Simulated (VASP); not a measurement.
# H10CO5 in VASP: single point with PBE+D3(BJ)

Aim: the single point of H10CO5 with PBE+D3(BJ).

Program: VASP 6.6.1. These are calculated values, not measurements. Logs are shortened: lines on timing, memory, paths and dates and some standing lists are left out, and cuts for length are marked.

**1. The cell of the first run**

The cell holds a disordered packing, 16 atoms: a = 6.174 Å, b = 6.174 Å, c = 6.174 Å, α = 90.00°, β = 90.00°, γ = 90.00°.

**2. Single point, PBE+D3(BJ)**

Input file INCAR:

```
SYSTEM = H10CO5
PREC = Accurate
ENCUT = 1000
EDIFF = 1E-6
ISMEAR = -1
SIGMA = 0.05
LREAL = Auto
LASPH = .TRUE.
NELM = 120
ALGO = Normal
ISIF = 2
LWAVE = .FALSE.
LCHARG = .FALSE.
GGA = PE
IVDW = 12
NBANDS = 36
GGA_COMPAT = .FALSE.
```

Input file KPOINTS:

```
Automatic mesh
0
G
  1 1 1
  0 0 0
```

Input file POSCAR:

```
H10CO5
1.0
    6.1736310000      0.0000000000      0.0000000000
    0.0000000000      6.1736310000      0.0000000000
    0.0000000000      0.0000000000      6.1736310000
O H C
5 10 1
Direct
    0.4773961141      1.0178245019      0.8845948933
    0.4160620590      0.6689073154      0.2467038779
    0.1428486193      0.3103098588      0.4552841659
    0.7104564023      1.0085428779      0.4760840404
    0.8280326850      0.7241878761      0.9741480486
    0.3745526571      0.9545130137      0.9874210020
    0.6134180492      0.9481599894      0.9294318473
    0.3216181026      0.5578570129      0.3108167449
    0.5249036831      0.5865311764      0.1671653099
    0.0087713856      0.2301729720      0.4260199157
    0.2395838429      0.2020957755      0.5178370580
    0.6184133885      1.0234792467      0.6038265939
    0.6346492747      0.8976353111      0.3913794473
    0.9513406828      0.7150911273      0.6695223833
    1.0273541911      0.4860439059      0.8602693379
    0.9381419629      0.6403146390      0.8330366337
```

Potentials or basis: VASP PAW PBE potentials, release 64 (O_h, H_h, C_h).

On the command line:

```sh
$ cat potpaw_PBE.64/O_h/POTCAR potpaw_PBE.64/H_h/POTCAR potpaw_PBE.64/C_h/POTCAR > POTCAR
$ mpirun -np 1 vasp_gam > vasp.out
```

OUTCAR:

```text
SYSTEM = H10CO5
   PREC = Accurate
   ENCUT = 1000
   EDIFF = 1E-6
   ISMEAR = -1
   LREAL = Auto
   LASPH = .TRUE.
   NELM = 120
   ISIF = 2
   GGA = PE
   IVDW = 12
 IVDW          = 12

 ion  position               nearest neighbor table
   1  0.477  0.018  0.885-   6 0.98   7 0.98
   2  0.416  0.669  0.247-   9 0.98   8 0.98
   3  0.143  0.310  0.455-  11 0.98  10 0.98
   4  0.710  0.009  0.476-  12 0.98  13 0.98
   5  0.828  0.724  0.974-  16 1.22
   6  0.375  0.955  0.987-   1 0.98
   7  0.613  0.948  0.929-   1 0.98
   8  0.322  0.558  0.311-   2 0.98
   9  0.525  0.587  0.167-   2 0.98
  10  0.009  0.230  0.426-   3 0.98
  11  0.240  0.202  0.518-   3 0.98
  12  0.618  0.023  0.604-   4 0.98
  13  0.635  0.898  0.391-   4 0.98
  14  0.951  0.715  0.670-  16 1.11
  15  0.027  0.486  0.860-  16 1.11
  16  0.938  0.640  0.833-  15 1.11  14 1.11   5 1.22

  LATTYP: Found a simple cubic cell.
 ALAT       =     6.1736310000

  Lattice vectors:

 A1 = (   6.1736310000,   0.0000000000,   0.0000000000)
 A2 = (   0.0000000000,   6.1736310000,   0.0000000000)
 A3 = (   0.0000000000,   0.0000000000,   6.1736310000)

Analysis of symmetry for initial positions (statically):
=====================================================================
 Subroutine PRICEL returns:
 Original cell was already a primitive cell.

 Routine SETGRP: Setting up the symmetry group for a
 simple cubic supercell.

 Subroutine GETGRP returns: Found  1 space group operations
 (whereof  1 operations were pure point group operations)
 out of a pool of 48 trial point group operations.

The static configuration has the point symmetry C_1 .

Analysis of symmetry for dynamics (positions and initial velocities):
=====================================================================
 Subroutine PRICEL returns:
 Original cell was already a primitive cell.

 Routine SETGRP: Setting up the symmetry group for a
 simple cubic supercell.

 Subroutine GETGRP returns: Found  1 space group operations
 (whereof  1 operations were pure point group operations)
 out of a pool of 48 trial point group operations.

The dynamic configuration has the point symmetry C_1 .

 Subroutine INISYM returns: Found  1 space group operations
 (whereof  1 operations are pure point group operations),
 and found     1 'primitive' translations

----------------------------------------------------------------------------------------

                                     Primitive cell

  volume of cell :     235.3000

  direct lattice vectors                    reciprocal lattice vectors
     6.173631000  0.000000000  0.000000000     0.161979231  0.000000000  0.000000000
     0.000000000  6.173631000  0.000000000     0.000000000  0.161979231  0.000000000
     0.000000000  0.000000000  6.173631000     0.000000000  0.000000000  0.161979231

  length of vectors
     6.173631000  6.173631000  6.173631000     0.161979231  0.161979231  0.161979231

  position of ions in fractional coordinates (direct lattice)
     0.477396114  0.017824502  0.884594893
     0.416062059  0.668907315  0.246703878
     0.142848619  0.310309859  0.455284166
     0.710456402  0.008542878  0.476084040
     0.828032685  0.724187876  0.974148049
     0.374552657  0.954513014  0.987421002
     0.613418049  0.948159989  0.929431847
     0.321618103  0.557857013  0.310816745
     0.524903683  0.586531176  0.167165310
     0.008771386  0.230172972  0.426019916
     0.239583843  0.202095775  0.517837058
     0.618413389  0.023479247  0.603826594
     0.634649275  0.897635311  0.391379447
     0.951340683  0.715091127  0.669522383
     0.027354191  0.486043906  0.860269338
     0.938141963  0.640314639  0.833036634

  ion indices of the primitive-cell ions
   primitive index   ion index
                 1           1
                 2           2
                 3           3
                 4           4
                 5           5
                 6           6
                 7           7
                 8           8
                 9           9
                10          10
                11          11
                12          12
                13          13
                14          14
                15          15
                16          16

----------------------------------------------------------------------------------------

 KPOINTS: Automatic mesh

Automatic generation of k-mesh.
 Grid dimensions read from file:
 generate k-points for:    1    1    1

 Generating k-lattice:

  Cartesian coordinates                     Fractional coordinates (reciprocal lattice)
     0.161979231  0.000000000  0.000000000     1.000000000  0.000000000  0.000000000
     0.000000000  0.161979231  0.000000000     0.000000000  1.000000000  0.000000000
     0.000000000  0.000000000  0.161979231     0.000000000  0.000000000  1.000000000

  Length of vectors
     0.161979231  0.161979231  0.161979231

  Shift w.r.t. Gamma in fractional coordinates (k-lattice)
     0.000000000  0.000000000  0.000000000

 Subroutine IBZKPT returns following result:
 ===========================================

 Found      1 irreducible k-points:

 Following reciprocal coordinates:
            Coordinates               Weight
  0.000000  0.000000  0.000000      1.000000
   k-points           NKPTS =      1   k-points in BZ     NKDIM =      1   number of bands    NBANDS=     36
   number of dos      NEDOS =    301   number of ions     NIONS =     16
   total plane-waves  NPLWV = 262144
   dimension x,y,z NGX =    64 NGY =   64 NGZ =   64
   dimension x,y,z NGXF=   128 NGYF=  128 NGZF=  128
   ions per type =               5  10   1
   NGX,Y,Z   is equivalent  to a cutoff of  17.23, 17.23, 17.23 a.u.
   NGXF,Y,Z  is equivalent  to a cutoff of  34.47, 34.47, 34.47 a.u.
 SYSTEM =  H10CO5
   PREC   = accura    normal or accurate (medium, high low for compatibility)
   ISTART =      0    job   : 0-new  1-cont  2-samecut
   ICHARG =      2    charge: 1-file 2-atom 10-const
   ISPIN  =      1    spin polarized calculation?
   LNONCOLLINEAR =      F non collinear calculations
   LSORBIT =      F    spin-orbit coupling
   LASPH  =      T    aspherical Exc in radial PAW
   ENCUT  = 1000.0 eV  73.50 Ry    8.57 a.u.  15.92 15.92 15.92*2*pi/ulx,y,z
   NELM   =    120;   NELMIN=  2; NELMDL= -5     # of ELM steps
   EDIFF  = 0.1E-05   stopping-criterion for ELM
   LREAL  =      T    real-space projection
   EDIFFG = 0.1E-04   stopping-criterion for IOM
   NSW    =      0    number of steps for IOM
   IBRION =     -1    ionic relax: 0-MD 1-quasi-New 2-CG
   NFREE  =      0    steps in history (QN), initial steepest desc. (CG)
   ISIF   =      2    stress and relaxation
   ISYM   =      2    0-nonsym 1-usesym 2-fastsym
   POTIM  = 0.5000    time-step for ionic-motion
   TEBEG  =    0.0;   TEEND  =   0.0 temperature during run
   PSTRESS=    0.0 pullay stress
   NELECT =      44.0000    total number of electrons
   NUPDOWN=      -1.0000    fix difference up-down
   EMIN   =  10.00;   EMAX   =-10.00  energy-range for DOS
   EFERMI =   0.00;   METHOD = LEGACY
   ISMEAR =    -1;   SIGMA  =   0.05  broadening in eV -4-tet -1-fermi 0-gaus
   EFERMI_NEDOS =   21; number of points for ismear=-14 and -15
   IALGO  =     38    algorithm
   IMIX   =      4    mixing-type and parameters
     AMIX     =   0.40;   BMIX     =  1.00
     AMIX_MAG =   1.60;   BMIX_MAG =  1.00
  volume/ion in A,a.u.               =      14.71        99.24
  Fermi-wavevector in a.u.,A,eV,Ry     =   0.936164  1.769093 11.924175  0.876402
  Thomas-Fermi vector in A             =   2.063145
   LORBIT       =      0    0 simple, 1 ext, 2 COOP (PROOUT), +10 PAW based schemes
   GGA     = PE    functional components
   LHFCALC =     F    Hartree Fock is set to
   AEXX    =    0.0000 exact exchange contribution
   IVDW    =    12    specifies the selected vdW correction
   LEPSILON=     F    determine dielectric tensor
   LRPA    =     F    only Hartree local field effects (RPA)
 non-spin polarized calculation
  energy-cutoff  :     1000.00
  volume of cell :      235.30
 maximum number of plane-waves:      8440
 NGX is ok and might be reduce to    64
   NGX = 31   NGY = 31   NGZ = 31

 number of electron      43.9999999 magnetization

 Free energy of the ion-electron system (eV)
  ---------------------------------------------------
  ext. energy  EPLUGINS =         0.00000000
  ---------------------------------------------------
  free energy    TOTEN  =       -80.89794890 eV

  energy without entropy =      -80.89794890  energy(sigma->0) =      -80.89794890

 E-fermi :  -2.8106     XC(G=0):  -5.6821

 val. band max:       -4.0908993267   @ k =   0.0000   0.0000   0.0000
 cond. band min:      -0.4612541436   @ k =   0.0000   0.0000   0.0000
 fundamental gap:      3.6296451831
 Fermi energy:        -2.8106256006

 k-point     1 :       0.0000    0.0000    0.0000
  band No.  band energies     occupation
      1     -24.4634      2.00000
      2     -22.7979      2.00000
      3     -22.6501      2.00000
      4     -22.5399      2.00000
      5     -22.1914      2.00000
      6     -13.3274      2.00000
      7     -10.6046      2.00000
      8     -10.5259      2.00000
      9     -10.4246      2.00000
     10      -9.8859      2.00000
     11      -9.6503      2.00000
     12      -8.9180      2.00000
     13      -7.8646      2.00000
     14      -7.3629      2.00000
     15      -7.1057      2.00000
     16      -7.0120      2.00000
     17      -6.2004      2.00000
     18      -4.9183      2.00000
     19      -4.8592      2.00000
     20      -4.6939      2.00000
     21      -4.4576      2.00000
     22      -4.0909      2.00000
     23      -0.4613      0.00000
     24       0.5350      0.00000
     25       3.7443      0.00000
     26       3.9004      0.00000
     27       4.2971      0.00000
     28       4.5696      0.00000
     29       4.8199      0.00000
     30       5.0397      0.00000
     31       5.7404      0.00000
     32       5.8947      0.00000
     33       6.4113      0.00000
     34       6.6330      0.00000
 [bands above 34 left out]

------------------------ aborting loop because EDIFF is reached ----------------------------------------

 Edisp (eV)   -0.40163

 E8    (eV) :    -0.0836

  FORCE on cell =-STRESS in cart. coord.  units (eV):
  Direction    XX          YY          ZZ          XY          YZ          ZX
  --------------------------------------------------------------------------------------
  -------------------------------------------------------------------------------------
  Total      -2.21061    -1.92554    -1.04682    -0.70554     0.25795     0.20817
  in kB     -15.05221   -13.11113    -7.12790    -4.80408     1.75641     1.41743
  external pressure =      -11.76 kB  Pullay stress =        0.00 kB

 VOLUME and BASIS-vectors are now :
 -----------------------------------------------------------------------------
  energy-cutoff  :     1000.00
  volume of cell :      235.30
      direct lattice vectors                 reciprocal lattice vectors
     6.173631000  0.000000000  0.000000000     0.161979231  0.000000000  0.000000000
     0.000000000  6.173631000  0.000000000     0.000000000  0.161979231  0.000000000
     0.000000000  0.000000000  6.173631000     0.000000000  0.000000000  0.161979231

 POSITION                                       TOTAL-FORCE (eV/Angst)
 -----------------------------------------------------------------------------------
      2.94727      0.11004      5.46116        -0.091267     -0.078658      0.271005
      2.56861      4.12959      1.52306         0.038592     -0.145859     -0.050133
      0.88189      1.91574      2.81076        -0.049057     -0.177213      0.024595
      4.38610      0.05274      2.93917         0.009907     -0.076156     -0.123513
      5.11197      4.47087      6.01403         0.098052     -0.137034     -0.068167
      2.31235      5.89281      6.09597         0.127149      0.097456     -0.211525
      3.78702      5.85359      5.73797        -0.018883     -0.042220     -0.055786
      1.98555      3.44400      1.91887         0.033806      0.075569     -0.037267
      3.24056      3.62103      1.03202        -0.066844      0.081227      0.090393
      0.05415      1.42100      2.63009         0.112047      0.057300      0.060631
      1.47910      1.24766      3.19693        -0.095672      0.135097     -0.060914
      3.81786      0.14495      3.72780        -0.055230      0.015055      0.045768
      3.91809      5.54167      2.41623         0.062982      0.079543      0.054080
      5.87323      4.41471      4.13338         0.008657     -0.033122     -0.002751
      0.16887      3.00066      5.31099        -0.031630      0.040305      0.062949
      5.79174      3.95307      5.14286        -0.082610      0.108711      0.000635
 -----------------------------------------------------------------------------------
    total drift:                                0.001096     -0.000271      0.001475

  FREE ENERGIE OF THE ION-ELECTRON SYSTEM (eV)
  ---------------------------------------------------
  free  energy   TOTEN  =       -81.2995753612 eV

  energy  without entropy=      -81.2995753612  energy(sigma->0) =      -81.29957536
```

It took 22 s on 1 thread of AMD EPYC 9R45 (Zen 5), shared host; peak memory 0.48 GiB.

What came out:

| Quantity | Value |
| --- | --- |
| Free energy | -81.2996 eV |
| Pressure | -1.2 GPa |
| Largest force | 0.297 eV/Å |
| Dispersion energy per atom | -0.025 eV |

Forces on the atoms (eV/Å):
```
O   -0.091 -0.079  0.271
O    0.039 -0.146 -0.050
O   -0.049 -0.177  0.025
O    0.010 -0.076 -0.124
O    0.098 -0.137 -0.068
H    0.127  0.097 -0.212
H   -0.019 -0.042 -0.056
H    0.034  0.076 -0.037
H   -0.067  0.081  0.090
H    0.112  0.057  0.061
H   -0.096  0.135 -0.061
H   -0.055  0.015  0.046
H    0.063  0.080  0.054
H    0.009 -0.033 -0.003
H   -0.032  0.040  0.063
C   -0.083  0.109  0.001
```

Caveat: the k points lie up to 1.02 Å⁻¹ apart, too coarse for converged energies, forces and pressures.
